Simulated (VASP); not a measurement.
A run of VASP 6.6.1 is set up as follows.

INCAR

```
PREC     = Accurate       # precision mode
ENCUT    = 520            # plane-wave cutoff, eV
EDIFF    = 1E-6           # SCF threshold, eV
ISMEAR   = 0              # smearing method
SIGMA    = 0.1            # smearing width, eV
LREAL    = False          # projectors in reciprocal space
LASPH    = True           # aspherical terms in the spheres
NELM     = 60             # most SCF steps
ALGO     = Normal         # electronic algorithm
ISIF     = 2              # what is computed and relaxed
LWAVE    = False          # write WAVECAR
LCHARG   = True           # write CHGCAR
LDIPOL   = True         
IDIPOL   = 3            
DIPOL    = 0.5 0.5 0.375
GGA      = PE             # functional
LELF     = True           # ELF
LVHAR    = True         
LVACPOTAV= True         
NBANDS   = 39             # bands
```

Contents of KPOINTS:

```
Automatic mesh
0
Gamma
  12 12 1
```

File POSCAR:

```
Ru4S
1.0
    2.7197977462      0.0000000000      0.0000000000
   -1.3598988731      2.3554139414      0.0000000000
    0.0000000000      0.0000000000     21.8663388879
Ru S
4 1
Direct
    0.6666666667      0.3333333333      0.1829295714
    0.3333333333      0.6666666667      0.2811778374
    0.6666666667      0.3333333333      0.3790816285
    0.3333333333      0.6666666667      0.4740774823
    1.0000000000      1.0000000000      0.5563909165
```

Potentials or basis: VASP PAW PBE potentials, release 64 (Ru_pv, S).

Launch:

```bash
$ cat potpaw_PBE.64/Ru_pv/POTCAR potpaw_PBE.64/S/POTCAR > POTCAR
$ mpirun -np 1 vasp_std > vasp.out
```

Q: What does it give for the largest force?

A: 1.487 eV/Å.

Q: Estimate the band gap on the k mesh.

A: Zero (bands 31 and 32 overlap by 2.05 eV).

Forces in eV/Å, atoms in the order of the input:
```
Ru   0.000  0.000  0.779
Ru   0.000  0.000 -0.832
Ru   0.000  0.000 -1.407
Ru   0.000  0.000  1.487
S    0.000  0.000 -0.027
```
